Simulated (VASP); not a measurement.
# Be (P4_2/mnm) in VASP: further runs, part 3 of 3

VASP 6.6.1. Earlier steps stand in the parts before.

## 7. Electric field gradients, PBEsol (volume scaled by 1.06)

File INCAR:

```
PREC = Accurate ; ENCUT = 520
EDIFF = 1E-8 ; ISMEAR = -1
SIGMA = 0.05 ; LREAL = False
LASPH = True ; NELM = 100
ALGO = Normal ; ISIF = 2
LWAVE = False ; LCHARG = False
GGA = PS ; LEFG = True
NBANDS = 12
```

File KPOINTS:

```
Automatic mesh
0
Gamma
  9 9 14
```

File POSCAR:

```
Be
1.0
    3.8202995976      0.0000000000      0.0000000000
    0.0000000000      3.8202995976      0.0000000000
    0.0000000000      0.0000000000      2.3260223395
Be
4
Direct
    0.2974080000      0.2974080000      0.0000000000
    0.7025920000      0.7025920000      0.0000000000
    0.2025920000      0.7974080000      0.5000000000
    0.7974080000      0.2025920000      0.5000000000
```

Potentials or basis: VASP PAW PBE potentials, release 64 (Be).

Started as:

```sh
> cat potpaw_PBE.64/Be/POTCAR > POTCAR
> mpirun -np 1 vasp_std > vasp.out
```

OUTCAR:

```text
PREC = Accurate
   ENCUT = 520
   EDIFF = 1E-8
   ISMEAR = -1
   LREAL = False
   LASPH = True
   NELM = 100
   ISIF = 2
   GGA = PS

 ion  position               nearest neighbor table
   1  0.297  0.297  0.000-   2 2.19   3 2.27   4 2.27   3 2.27   4 2.27   3 2.27   3 2.27   4 2.27
                             4 2.27
   2  0.703  0.703  0.000-   1 2.19   3 2.27   4 2.27   3 2.27   4 2.27   4 2.27   4 2.27   3 2.27
                             3 2.27
   3  0.203  0.797  0.500-   4 2.19   2 2.27   1 2.27   1 2.27   2 2.27   1 2.27   1 2.27   2 2.27
                             2 2.27
   4  0.797  0.203  0.500-   3 2.19   2 2.27   1 2.27   1 2.27   2 2.27   2 2.27   2 2.27   1 2.27
                             1 2.27

  LATTYP: Found a simple tetragonal cell.
 ALAT       =     3.8202995976
 C/A-ratio  =     0.6088586196

  Lattice vectors:

 A1 = (   3.8202995976,   0.0000000000,   0.0000000000)
 A2 = (   0.0000000000,   3.8202995976,   0.0000000000)
 A3 = (   0.0000000000,   0.0000000000,   2.3260223395)

Analysis of symmetry for initial positions (statically):
=====================================================================
 Subroutine PRICEL returns:
 Original cell was already a primitive cell.

 Routine SETGRP: Setting up the symmetry group for a
 simple tetragonal supercell.

 Subroutine GETGRP returns: Found 16 space group operations
 (whereof  8 operations were pure point group operations)
 out of a pool of 16 trial point group operations.

The static configuration has the point symmetry D_2h.
 The point group associated with its full space group is D_4h.

Analysis of symmetry for dynamics (positions and initial velocities):
=====================================================================
 Subroutine PRICEL returns:
 Original cell was already a primitive cell.

 Routine SETGRP: Setting up the symmetry group for a
 simple tetragonal supercell.

 Subroutine GETGRP returns: Found 16 space group operations
 (whereof  8 operations were pure point group operations)
 out of a pool of 16 trial point group operations.

The dynamic configuration has the point symmetry D_2h.
 The point group associated with its full space group is D_4h.

 Subroutine INISYM returns: Found 16 space group operations
 (whereof  8 operations are pure point group operations),
 and found     1 'primitive' translations

----------------------------------------------------------------------------------------

                                     Primitive cell

  volume of cell :      33.9476

  direct lattice vectors                    reciprocal lattice vectors
     3.820299598  0.000000000  0.000000000     0.261759575  0.000000000  0.000000000
     0.000000000  3.820299598  0.000000000     0.000000000  0.261759575  0.000000000
     0.000000000  0.000000000  2.326022340     0.000000000  0.000000000  0.429918485

  length of vectors
     3.820299598  3.820299598  2.326022340     0.261759575  0.261759575  0.429918485

  position of ions in fractional coordinates (direct lattice)
     0.297408000  0.297408000  0.000000000
     0.702592000  0.702592000  0.000000000
     0.202592000  0.797408000  0.500000000
     0.797408000  0.202592000  0.500000000

  ion indices of the primitive-cell ions
[... 101 lines left out ...]
   LORBIT       =      0    0 simple, 1 ext, 2 COOP (PROOUT), +10 PAW based schemes
   GGA     = PS    functional components
   LHFCALC =     F    Hartree Fock is set to
   AEXX    =    0.0000 exact exchange contribution
   IVDW    =     0    specifies the selected vdW correction
   LEPSILON=     F    determine dielectric tensor
   LRPA    =     F    only Hartree local field effects (RPA)
 non-spin polarized calculation
  energy-cutoff  :      520.00
  volume of cell :       33.95
 maximum number of plane-waves:       932
   NGX = 15   NGY = 15   NGZ =  9

 number of electron       8.0000000 magnetization

 Free energy of the ion-electron system (eV)
  ---------------------------------------------------
  ext. energy  EPLUGINS =         0.00000000
  ---------------------------------------------------
  free energy    TOTEN  =       -15.72703669 eV

  energy without entropy =      -15.72184375  energy(sigma->0) =      -15.72444022

 E-fermi :   6.3012     XC(G=0): -10.3763

 val. band max:        6.2844413795   @ k =   0.1111   0.1111   0.0000
 cond. band min:       6.3084680843   @ k =   0.0000   0.0000   0.2857
 fundamental gap:      0.0240267048
 Fermi energy:         6.3011920400

 k-point     1 :       0.0000    0.0000    0.0000
  band No.  band energies     occupation
      1      -4.5072      2.00000
      2       1.5652      2.00000
      3       2.1337      2.00000
      4       5.2607      2.00000
      5       5.2607      2.00000
      6      10.9093      0.00000
      7      10.9093      0.00000
      8      13.4875      0.00000
      9      15.1459      0.00000
     10      16.3995      0.00000
     11      21.7014      0.00000
     12      21.7014      0.00000
[... 331 lines left out ...]
 k-point    24 :       0.4444    0.1111    0.0714
  band No.  band energies     occupation
      1      -2.7849      2.00000
      2      -1.9350      2.00000
      3       2.9076      2.00000
      4       3.7205      2.00000
      5       8.3022      0.00000
      6       8.7540      0.00000
      7      13.8407      0.00000
      8      16.0370      0.00000
      9      16.2498      0.00000
     10      17.0974      0.00000
     11      20.6217      0.00000
     12      21.7688      0.00000

 [... further k-points ...]
[... 5 lines left out ...]
  --------------------------------------------------------------------------------------
  -------------------------------------------------------------------------------------
  Total       -1.3402292     -1.3402292     -1.7546551     -0.0000000      0.0000000      0.0000000
  in kB      -63.2529717    -63.2529717    -82.8120649     -0.0000000      0.0000000      0.0000000
  external PRESSURE =     -69.7726694 kB  Pullay stress =       0.0000000 kB

 VOLUME and BASIS-vectors are now :
 -----------------------------------------------------------------------------
  energy-cutoff  :      520.00
  volume of cell :       33.95
      direct lattice vectors                 reciprocal lattice vectors
     3.820299598  0.000000000  0.000000000     0.261759575  0.000000000  0.000000000
     0.000000000  3.820299598  0.000000000     0.000000000  0.261759575  0.000000000
     0.000000000  0.000000000  2.326022340     0.000000000  0.000000000  0.429918485

 POSITION                                       TOTAL-FORCE (eV/Angst)
 -----------------------------------------------------------------------------------
      1.13619      1.13619      0.00000         0.020078      0.020078      0.000000
      2.68411      2.68411      0.00000        -0.020078     -0.020078      0.000000
      0.77396      3.04634      1.16301        -0.020078      0.020078      0.000000
      3.04634      0.77396      1.16301         0.020078     -0.020078      0.000000
 -----------------------------------------------------------------------------------
    total drift:                                0.000000      0.000000     -0.000000

  FREE ENERGIE OF THE ION-ELECTRON SYSTEM (eV)
  ---------------------------------------------------
  free  energy   TOTEN  =       -15.7270366936 eV

  energy  without entropy=      -15.7218437546  energy(sigma->0) =      -15.72444022

 Electric field gradients (V/A^2)
---------------------------------------------------------------------
 ion       V_xx      V_yy      V_zz      V_xy      V_xz      V_yz
---------------------------------------------------------------------
   1       0.236     0.236    -0.473    -1.436    -0.000     0.000
   2       0.236     0.236    -0.473    -1.436    -0.000    -0.000
   3       0.236     0.236    -0.473     1.436     0.000    -0.000
   4       0.236     0.236    -0.473     1.436     0.000    -0.000
---------------------------------------------------------------------

 Electric field gradients after diagonalization (V/A^2)
 (convention: |V_zz| > |V_xx| > |V_yy|)
----------------------------------------------------------------------
 ion       V_xx      V_yy      V_zz     asymmetry (V_yy - V_xx)/ V_zz
----------------------------------------------------------------------
   1      -1.200    -0.473     1.673       0.435
   2      -1.200    -0.473     1.673       0.435
   3      -1.200    -0.473     1.673       0.435
   4      -1.200    -0.473     1.673       0.435
----------------------------------------------------------------------

           NMR quadrupolar parameters

 Cq : quadrupolar parameter    Cq=e*Q*V_zz/h
 eta: asymmetry parameters     (V_yy - V_xx)/ V_zz
 Q  : nuclear electric quadrupole moment in mb (millibarn)
----------------------------------------------------------------------
 ion       Cq(MHz)       eta       Q (mb)
----------------------------------------------------------------------
   1       0.004       0.435       1.000
   2       0.004       0.435       1.000
   3       0.004       0.435       1.000
   4       0.004       0.435       1.000
----------------------------------------------------------------------
```

Wall time 22 s (1 thread of Intel Xeon Platinum 8259CL at 2.50GHz (Skylake/Cascade Lake), shared host); peak memory 0.16 GiB.

Results:

```
Free energy            : -15.7270 eV
Pressure               : -7.0 GPa
Largest force          : 0.028 eV/Å
Band gap on the k mesh : zero (band 4 reaches 7.32 eV, above the bottom of band 5 at 5.26 eV)
```

Forces on the atoms (eV/Å):
```
Be   0.020  0.020  0.000
Be  -0.020 -0.020  0.000
Be  -0.020  0.020  0.000
Be   0.020 -0.020  0.000
```

Levels at points of the mesh, in eV from the Fermi level:
```tsv
k point	band 2	band 3	band 4	band 5	band 6	band 7
(0.00, 0.00, 0.00)	-4.74	-4.17	-1.04	-1.04	4.61	4.61
(0.00, 0.00, 0.50)	-5.59	1.02	1.02	1.77	1.77	2.56
```

Electric field gradients, principal values (V/Å²):
| atom | least | middle | greatest (by size) |
| --- | --- | --- | --- |
| 1 Be | -0.473 | -1.200 | 1.673 |
| 2 Be | -0.473 | -1.200 | 1.673 |
| 3 Be | -0.473 | -1.200 | 1.673 |
| 4 Be | -0.473 | -1.200 | 1.673 |

Caveat: without QUAD_EFG the Cq values of the log hold for a quadrupole moment of 1 mb, not for the nuclei; the PAW data sets were made with another functional, which shifts forces and pressure a little.

## 8. The runs side by side

| cell | gap on the mesh (eV) | pressure (GPa) | largest force (eV/Å) |
| --- | --- | --- | --- |
| a = 3.696, b = 3.696, c = 2.250 Å, 4 atoms | none | 4.4 | 0.03 |
| a = 3.734, b = 3.734, c = 2.274 Å, 4 atoms | none | 0.5 | 0.01 |
| a = 3.772, b = 3.772, c = 2.296 Å, 4 atoms | none | -3.0 | 0.01 |
| a = 3.820, b = 3.820, c = 2.326 Å, 4 atoms | none | -7.0 | 0.03 |

Alike in all rows: task electric field gradients; level PBEsol; potentials or basis VASP PAW PBE potentials, release 64 (Be); no spin polarisation; k mesh 9 × 9 × 14; cutoff (eV) 520; smearing fermi-dirac 0.05 eV.

Caveats: the PAW data sets were made with another functional, which shifts forces and pressure a little.

Absolute energies hang on the potentials; compare differences alone.
